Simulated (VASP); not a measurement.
# NaF (Villiaumite) (Fm-3m) in VASP: a series of runs

Runs on NaF (Villiaumite). Level: PBEsol. Tasks: vibrations by perturbation theory.

Everything below comes from runs of VASP 6.6.1. Logs are shortened: lines on timing, memory, paths and dates and some standing lists are left out, and cuts for length are marked.

## 1. The cell of the first run

The structure is cubic, space group Fm-3m (No. 225). Conventional cell: a = 4.583 Å, b = 4.583 Å, c = 4.583 Å, α = 90.00°, β = 90.00°, γ = 90.00°. Within 3.0 Å of Na (site symmetry m-3m) lie 6 F at 2.29 Å. F (site symmetry m-3m) has 6 Na at 2.29 Å within 3.0 Å.

## 2. Vibrations by perturbation theory, PBEsol (volume scaled by 0.970)

Input file INCAR:

```
SYSTEM = NaF
PREC = Accurate ; ENCUT = 520
EDIFF = 1E-8 ; ISMEAR = 0
SIGMA = 0.01 ; LREAL = .FALSE.
LASPH = .TRUE. ; NELM = 100
ALGO = Normal ; ISIF = 2
LWAVE = .FALSE. ; LCHARG = .FALSE.
GGA = PS ; NBANDS = 14
IBRION = 8 ; NSW = 1
```

Input file KPOINTS:

```
Automatic mesh
0
G
  8 8 8
  0 0 0
```

Input file POSCAR:

```
NaF
1.0
    0.0000000000      2.2917154248      2.2917154248
    2.2917154248      0.0000000000      2.2917154248
    2.2917154248      2.2917154248      0.0000000000
Na F
1 1
Direct
    0.0000000000      0.0000000000      0.0000000000
    0.5000000000      0.5000000000      0.5000000000
```

Potentials or basis: VASP PAW PBE potentials, release 64 (Na_pv, F).

The run is started by

```
$ cat potpaw_PBE.64/Na_pv/POTCAR potpaw_PBE.64/F/POTCAR > POTCAR
$ mpirun -np 1 vasp_std > vasp.out
```

OUTCAR:

```text
SYSTEM = NaF
   PREC = Accurate
   ENCUT = 520
   EDIFF = 1E-8
   ISMEAR = 0
   LREAL = .FALSE.
   LASPH = .TRUE.
   NELM = 100
   ISIF = 2
   GGA = PS
   IBRION = 8
   NSW = 1

 ion  position               nearest neighbor table
   1  0.000  0.000  0.000-   2 2.29   2 2.29   2 2.29   2 2.29   2 2.29   2 2.29
   2  0.500  0.500  0.500-   1 2.29   1 2.29   1 2.29   1 2.29   1 2.29   1 2.29

  LATTYP: Found a face centered cubic cell.
 ALAT       =     4.5834308496

  Lattice vectors:

 A1 = (   0.0000000000,   2.2917154248,   2.2917154248)
 A2 = (   2.2917154248,   0.0000000000,   2.2917154248)
 A3 = (   2.2917154248,   2.2917154248,   0.0000000000)

Analysis of symmetry for initial positions (statically):
=====================================================================
 Subroutine PRICEL returns:
 Original cell was already a primitive cell.

 Routine SETGRP: Setting up the symmetry group for a
 face centered cubic supercell.

 Subroutine GETGRP returns: Found 48 space group operations
 (whereof 48 operations were pure point group operations)
 out of a pool of 48 trial point group operations.

The static configuration has the point symmetry O_h .

Analysis of symmetry for dynamics (positions and initial velocities):
=====================================================================
 Subroutine PRICEL returns:
 Original cell was already a primitive cell.

 Routine SETGRP: Setting up the symmetry group for a
 face centered cubic supercell.

 Subroutine GETGRP returns: Found 48 space group operations
 (whereof 48 operations were pure point group operations)
 out of a pool of 48 trial point group operations.

The dynamic configuration has the point symmetry O_h .

 Subroutine INISYM returns: Found 48 space group operations
 (whereof 48 operations are pure point group operations),
 and found     1 'primitive' translations
[... 569 lines left out ...]
  in kB       15.4581769     15.4581769     15.4581769     -0.0000000      0.0000000      0.0000000
  external PRESSURE =      15.4581769 kB  Pullay stress =       0.0000000 kB

 VOLUME and BASIS-vectors are now :
 -----------------------------------------------------------------------------
  energy-cutoff  :      520.00
  volume of cell :       24.07
      direct lattice vectors                 reciprocal lattice vectors
     0.000000000  2.291715425  2.291715425    -0.218177176  0.218177176  0.218177176
     2.291715425  0.000000000  2.291715425     0.218177176 -0.218177176  0.218177176
     2.291715425  2.291715425  0.000000000     0.218177176  0.218177176 -0.218177176

 POSITION                                       TOTAL-FORCE (eV/Angst)
 -----------------------------------------------------------------------------------
      0.00000      0.00000      0.00000        -0.000000     -0.000000     -0.000000
      2.29172      2.29172      2.29172         0.000000      0.000000      0.000000
 -----------------------------------------------------------------------------------
    total drift:                                0.000000     -0.000000      0.000000

  FREE ENERGIE OF THE ION-ELECTRON SYSTEM (eV)
  ---------------------------------------------------
  free  energy   TOTEN  =        -8.7641122949 eV

  energy  without entropy=       -8.7641122949  energy(sigma->0) =       -8.76411229

[... ionic steps 2 to 3 ...]

--------------------------------------- Ionic step        4  -------------------------------------------

------------------------ aborting loop because EDIFF is reached ----------------------------------------

[... ionic steps 5 to 6 ...]

--------------------------------------- Ionic step        7  -------------------------------------------

 Free energy of the ion-electron system (eV)
  ---------------------------------------------------
  ---------------------------------------------------
  free energy    TOTEN  =        -0.52644595 eV

  energy without entropy =       -0.52644595

------------------------ aborting loop because EDIFF is reached ----------------------------------------

 INTERNAL STRAIN TENSOR  FOR ION    2  DIRECTION 1   (eV/Angst):
 -----------------------------------------------------------------------------
     0.07397  0.00000 -0.00000
    -0.00000 -0.01299  0.00000
    -0.00000  0.00000 -0.01299

 INTERNAL STRAIN TENSOR FOR ION    2 for displacements in x,y,z  (eV/Angst):
          X           Y           Z          XY          YZ          ZX
  --------------------------------------------------------------------------------
  x     0.00000     0.00000     0.00000     0.00000     0.00000     0.00000
  y     0.00000     0.00000     0.00000     0.00000     0.00000     0.00000
  z     0.00000     0.00000     0.00000     0.00000     0.00000     0.00000

 SECOND DERIVATIVES (NOT SYMMETRIZED)
 ------------------------------------
               1X          1Y          1Z          2X          2Y          2Z
  1X    -2.655842    0.000000    0.000000    2.655842    0.000000    0.000000
  1Y     0.000000   -2.655842    0.000000    0.000000    2.655842    0.000000
  1Z     0.000000    0.000000   -2.655842    0.000000    0.000000    2.655842
  2X     2.622339    0.000000    0.000000   -2.622339    0.000000    0.000000
  2Y     0.000000    2.622339    0.000000    0.000000   -2.622339    0.000000
  2Z     0.000000    0.000000    2.622339    0.000000    0.000000   -2.622339

 Eigenvectors and eigenvalues of the dynamical matrix
 ----------------------------------------------------

   1 f  =    7.872055 THz    49.461578 2PiTHz  262.583478 cm-1    32.556187 meV
             X         Y         Z           dx          dy          dz
      0.000000  0.000000  0.000000     0.000000    0.674989    0.000000
      2.291715  2.291715  2.291715     0.000000   -0.737828    0.000000
[... 21 lines left out ...]
   6 f/i=    0.024885 THz     0.156358 2PiTHz    0.830080 cm-1     0.102917 meV
             X         Y         Z           dx          dy          dz
      0.000000  0.000000  0.000000     0.000000    0.000000    0.737828
      2.291715  2.291715  2.291715     0.000000    0.000000    0.674989

--------------------------------------------------------------------------------------------------------

 ELASTIC MODULI CONTR FROM IONIC RELAXATION (kBar)
 Direction    XX          YY          ZZ          XY          YZ          ZX
 --------------------------------------------------------------------------------
 XX           0.0000      0.0000      0.0000      0.0000      0.0000      0.0000
 YY           0.0000      0.0000      0.0000      0.0000      0.0000      0.0000
 ZZ           0.0000      0.0000      0.0000      0.0000      0.0000      0.0000
 XY           0.0000      0.0000      0.0000      0.0000      0.0000      0.0000
 YZ           0.0000      0.0000      0.0000      0.0000      0.0000      0.0000
 ZX           0.0000      0.0000      0.0000      0.0000      0.0000      0.0000
 --------------------------------------------------------------------------------
```

OSZICAR:

```text
N       E                     dE             d eps       ncg     rms          rms(c)
DAV:   1     0.101900580487E+03    0.10190E+03   -0.78871E+03   818   0.124E+03
DAV:   2    -0.481689983217E+01   -0.10672E+03   -0.10039E+03   908   0.336E+02
DAV:   3    -0.949735710562E+01   -0.46805E+01   -0.46737E+01  1016   0.649E+01
[... 41 lines left out ...]
RMM:   8    -0.526445738029E+00   -0.10292E-04   -0.48800E-09  2910   0.544E-04    0.363E-05
RMM:   9    -0.526446035733E+00   -0.29770E-06   -0.29701E-10  3235   0.133E-04    0.717E-06
RMM:  10    -0.526446046158E+00   -0.10425E-07   -0.13096E-10  3176   0.220E-05    0.366E-06
RMM:  11    -0.526445966777E+00    0.79380E-07   -0.46110E-11  3130   0.104E-05    0.100E-06
RMM:  12    -0.526445947254E+00    0.19523E-07   -0.62329E-11  2926   0.616E-06    0.112E-07
RMM:  13    -0.526445947958E+00   -0.70405E-09   -0.89025E-11  1881   0.482E-06    0.504E-08
 Linear response finished
```

stdout:

```text
POSCAR found type information on POSCAR NaF
 POSCAR found :  2 types and       2 ions
 scaLAPACK will be used
 -----------------------------------------------------------------------------
|                                                                             |
|                                                                             |
|     You enforced a specific xc type in the INCAR file but a different       |
|     I HOPE YOU KNOW WHAT YOU ARE DOING!                                     |
|                                                                             |
 -----------------------------------------------------------------------------

 LDA part: xc-table for (Slater+PW92), standard interpolation
 POSCAR, INCAR and KPOINTS ok, starting setup
 FFT: planning ... GRIDC
 FFT: planning ... GRID_SOFT
 FFT: planning ... GRID
 WAVECAR not read
 entering main loop
 Linear response reoptimize wavefunctions to high precision
 Linear response DOF=           2
 Linear response progress:
 first order change of Fermi-energy  -0.31180E-04
 force on displaced ion       1 direction 1 :  -2.656   0.000   0.000
 Linear response progress:
 first order change of Fermi-energy   0.30803E-03
 force on displaced ion       2 direction 1 :  -2.622   0.000   0.000
 Linear response finished
```

It took 21 s on 1 thread of Intel Xeon 6975P-C (Granite Rapids), shared host; peak memory 0.17 GiB.

Results:

```yaml
Highest_phonon_frequency_at_Γ_LO-TO_splitting_left_out: 263 cm⁻¹
```

Phonon frequencies in cm⁻¹ (negative: imaginary):
```csv
q point,frequencies
"(0.000, 0.000, 0.000)",-1 -1 -1 263 263 263
```

Caveat: the cell wasn't relaxed at this level first, which shifts response properties; the PAW data sets were made with another functional, which shifts forces and pressure a little.

(Part 1 of 3 ends here.)
